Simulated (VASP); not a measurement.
Input of a VASP 6.6.1 run:

The input INCAR:

```
SYSTEM = Ca
PREC = Accurate
ENCUT = 400
EDIFF = 1E-6
ISMEAR = -1
SIGMA = 0.05
LREAL = .False.
LASPH = .True.
NELM = 120
ALGO = Normal
ISIF = 2
LWAVE = .False.
LCHARG = .False.
GGA = PE
NBANDS = 77
GGA_COMPAT = .False.
NELMDL = -8
```

Contents of KPOINTS:

```
Automatic mesh
0
Gamma
  3 3 1
  0 0 0
```

The input POSCAR:

```
Ca
1.0
    7.8913120000      0.0000000000      0.0000000000
    3.9456560000      6.8340760000      0.0000000000
    0.0000000000      0.0000000000     17.4432290000
Ca
13
Direct
    0.1666666423      0.1666667154      0.0573287778
    0.6666666423      0.1666667154      0.0573287778
    0.1666666423      0.6666667154      0.0573287778
    0.6666666423      0.6666667154      0.0573287778
   -0.1701578273      0.3350954833      0.2344926504
    0.3348334238      0.3352732688      0.2341177772
   -0.1663617311      0.8331636932      0.2282016707
    0.3348478851      0.8298977067      0.2340873929
   -0.0015300054     -0.0027595537      0.4064544472
    0.5042891653     -0.0021956150      0.4050461643
   -0.0015759733      0.5042800226      0.4065653785
    0.5014753324      0.4991698951      0.4282392325
    0.8255935738     -0.1623553791      0.5778168136
```

Potentials or basis: VASP PAW PBE potentials, release 64 (Ca_sv).

Run with:

```console
$ cat potpaw_PBE.64/Ca_sv/POTCAR > POTCAR
$ mpirun -np 1 vasp_std > vasp.out
```

(1) Estimate the band gap on the k mesh.

(2) What does it give for the largest force?

## Answers

(1) zero (bands 65 and 66 overlap by 0.02 eV).

(2) 0.071 eV/Å.

Caveat: there is no dipole correction, which matters where the two faces differ.
